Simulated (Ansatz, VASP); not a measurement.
**Two plane-wave programs on Nb5N**

```
CELL_PARAMETERS angstrom
3.22143 0.00000 0.00000
0.00000 3.22143 0.00000
0.00000 0.00000 18.09580
ATOMIC_POSITIONS crystal
Nb 0.00000 0.50000 0.17507
Nb 0.00000 0.50000 0.93329
Nb 0.50000 0.00000 0.82493
Nb 0.50000 0.00000 0.06671
Nb 0.00000 0.50000 0.73319
Nb 0.50000 0.00000 0.26681
Nb 0.00000 0.50000 0.35893
Nb 0.50000 0.00000 0.64107
Nb 0.00000 0.50000 0.54624
Nb 0.50000 0.00000 0.45376
N 0.00000 0.50000 0.05491
N 0.50000 0.00000 0.94509
```

Alike in both runs: functional PBE; k mesh 5 × 5 × 1; occupations gaussian, width 0.2 eV; no spin polarisation.

Ansatz relaxed the structure, and its values are those at the end. VASP's run is a single point on that final structure, the one shown.

|  | VASP | Ansatz |
| --- | --- | --- |
| version | VASP 6.6.1 | Ansatz 0.2.0 |
| potentials or method | VASP PAW PBE potentials, release 64 (Nb_sv, N), cutoff 520 eV | scalar-relativistic, plane waves, PAW |
| valence electrons in the cell | 140 | 140 |

Ansatz gave:

| Property | Result |
| --- | --- |
| gap on the k mesh at the Fermi level (eV) | none |
| pressure (GPa) | -0.1 |
| rms of the force components (eV/Å) | 0.017 |

Task: Estimate VASP's values.

Result: gap on the k mesh at the Fermi level (eV): none; pressure (GPa): -0.4; rms of the force components (eV/Å): 0.016.

A gap of «none» marks a metal or a gap that the smearing closes.

The k mesh is coarse, so the values compare programs but aren't converged.
